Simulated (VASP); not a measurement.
Wanted: the native input for a VASP 6.6.1 run.

```yaml
Task: single point
Functional: PBEsol
Potentials_or_basis: VASP PAW PBE potentials, release 64 (Ag, B)
Cutoff: 520 eV
k_mesh: 8 × 8 × 5
Occupations: methfessel-paxton, width 0.05 eV
Spin: no spin polarisation
Dipole_correction: no
Further_INCAR_settings: ALGO = Normal; EDIFF = 1e-06; NBANDS = 16
```

The structure of AgB2 lies in POSCAR:

```
AgB2
1.0
    3.0003040332      0.0000000000      0.0000000000
   -1.5001520166      2.5983395118      0.0000000000
    0.0000000000      0.0000000000      3.8626085714
Ag B
1 2
Direct
    0.0000000000      0.0000000000      0.0000000000
    0.3333333333      0.6666666667      0.5000000000
    0.6666666667      0.3333333333      0.5000000000
```

These files were run (other wordings do the same):

INCAR

```
  ALGO = Normal
  EDIFF = 1E-6
  ENCUT = 520
  GGA = PS
  ISIF = 2
  ISMEAR = 1
  LASPH = True
  LCHARG = False
  LREAL = False
  LWAVE = False
  NBANDS = 16
  NELM = 80
  PREC = Accurate
  SIGMA = 0.05
```

KPOINTS

```
k-points
0
Gamma
  8 8 5
```

Potentials or basis: VASP PAW PBE potentials, release 64 (Ag, B).

Launch:

```sh
$ cat potpaw_PBE.64/Ag/POTCAR potpaw_PBE.64/B/POTCAR > POTCAR
$ mpirun -np 1 vasp_std > vasp.out
```

It gave:

* Pressure: 3.7 GPa
* Band gap on the k mesh: zero (an odd number of electrons rules out a gap without spin polarisation)

Caveat: the cell stands under pressure; the PAW data sets were made with another functional, which shifts forces and pressure a little.

Run time: 37 s on 1 thread of Intel Xeon 8259CL (shared host), peak memory 0.15 GiB.
